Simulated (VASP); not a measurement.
Crystal: SnO2.

```
Sn O
1.0
     4.73515    0.00000    0.00000
     0.00000    5.75091    0.00000
     0.00000    0.00000    5.24711
Sn O
4 8
Direct
  0.50000 0.66545 0.75000
  0.00000 0.83455 0.25000
  0.50000 0.33455 0.25000
  0.00000 0.16545 0.75000
  0.73031 0.60712 0.07860
  0.23031 0.89288 0.92140
  0.76969 0.89288 0.57860
  0.26969 0.60712 0.42140
  0.73031 0.39288 0.57860
  0.23031 0.10712 0.42140
  0.76969 0.10712 0.07860
  0.26969 0.39288 0.92140
```

Base run:

```yaml
Program: VASP 6.6.1
Functional: revPBE
Potentials_or_basis: VASP PAW PBE potentials, release 64 (Sn_d, O)
Cutoff: 520 eV
k_mesh: 5 × 4 × 5
Occupations: fermi-dirac, width 0.02 eV
Spin: no spin polarisation
```

Its results: band gap on the k mesh 1.41 eV (least direct gap 1.43 eV); pressure 10.7 GPa; largest force 0.122 eV/Å.

**Question.** The run is repeated on the same cell with these changes: functional from revPBE to PBE; further incar settings from ALGO = Normal; EDIFF = 1e-08; NBANDS = 64; ISYM = 0 to ALGO = Normal; EDIFF = 1e-08; NBANDS = 64. What comes out?

**Answer.** Band gap on the k mesh 1.35 eV (least direct gap 1.37 eV); pressure 7.6 GPa; largest force 0.098 eV/Å.

Caveats: the cell stands under pressure; spin-orbit coupling is left out, which moves the levels of the heavy elements; an odd mesh through Γ misses points on the zone boundary, where band edges can lie; the PAW data sets were made with another functional, which shifts forces and pressure a little (at least some runs).
